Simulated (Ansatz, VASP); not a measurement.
## MoS2: VASP beside Ansatz

```xyz
3
Lattice="1.5876 0.9166 6.1939 -1.5876 0.9166 6.1939 0.0000 -1.8332 6.1939" Properties=species:S:1:pos:R:3 pbc="T T T"
Mo    0.0000    0.0000   -0.0003
S     0.0000    0.0000    7.7486
S     0.0000    0.0000    4.6395
```

Alike in both runs: task single point; functional r2SCAN; k mesh 6 × 6 × 6; occupations methfessel-paxton of order 1, width 0.001 eV; no spin polarisation.

```csv
,VASP,Ansatz
version,VASP 6.6.1,Ansatz 0.2.0
potentials or method,"VASP PAW PBE potentials, release 64 (Mo_sv, S)",plane waves
plane-wave cutoff (eV),520,500
valence electrons in the cell,26,26
```

VASP gave:

- gap on the k mesh at the Fermi level (eV): 1.05
- pressure (GPa): 1.2
- traceless stress, the component that is largest in VASP (GPa): -0.13
- rms of the force components (eV/Å): 0.022

Estimate Ansatz's values.

gap on the k mesh at the Fermi level (eV): 1.03; pressure (GPa): 1.2; traceless stress, the component that is largest in VASP (GPa): -0.07; rms of the force components (eV/Å): 0.024.

VASP's potentials were made for PBE, not for r2SCAN. Atom by atom the forces differ by 0.002 eV/Å (rms over components). With one functional, cell and mesh, what is left measures potentials, basis and numerics.
